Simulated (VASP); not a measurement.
Cu: single point with PBEsol

Crystal: Cu.

```
CELL_PARAMETERS angstrom
-1.44509 1.44509 1.46881
1.44509 -1.44509 1.46881
1.44509 1.44509 -1.46881
ATOMIC_POSITIONS crystal
Cu 0.00000 0.00000 0.00000
```

This cell differs from its parent crystal: strain +0.000 along x and y, +0.080 along z.

```json
{"Program": "VASP 6.6.1", "Task": "single point", "Functional": "PBEsol", "Potentials or basis": "VASP PAW PBE potentials, release 64 (Cu)", "Cutoff": "520 eV", "k mesh": "30 × 30 × 30", "Occupations": "gaussian, width 0.15 eV", "Spin": "no spin polarisation"}
```

| Property | Result |
| --- | --- |
| Pressure | -9.8 GPa |
| Band gap on the k mesh | zero (an odd number of electrons rules out a gap without spin polarisation) |

Stress tensor (GPa, compression positive):
```
-9.92  0.00  0.00
 0.00 -9.92  0.00
 0.00  0.00 -9.69
```

Levels at points of the mesh, in eV from the Fermi level:
| k point | band 2 | band 3 | band 4 | band 5 | band 6 | band 7 | band 8 | band 9 | band 10 | band 11 |
| --- | --- | --- | --- | --- | --- | --- | --- | --- | --- | --- |
| (0.00, 0.00, 0.00) | -2.99 | -2.99 | -2.93 | -2.04 | -1.98 | 24.46 | 24.78 | 24.78 | 27.27 | 27.68 |
| (0.50, 0.00, 0.00) | -3.62 | -2.08 | -1.91 | -1.32 | -0.55 | 4.08 | 17.19 | 17.31 | 21.00 | 23.72 |
| (0.50, 0.50, 0.00) | -3.69 | -2.01 | -1.89 | -1.31 | -0.43 | 4.25 | 16.74 | 16.89 | 20.62 | 23.36 |
| (0.50, 0.50, 0.50) | -4.39 | -1.49 | -1.48 | -1.48 | 7.61 | 8.19 | 8.19 | 13.12 | 13.47 | 15.24 |

Wall time 6.1 min on 1 thread of Intel Xeon 8259CL (shared host), peak memory 0.39 GiB.

Caveat: the cell differs from its parent crystal (strain +0.000 along x and y, +0.080 along z); the cell stands under tension; the PAW data sets were made with another functional, which shifts forces and pressure a little.
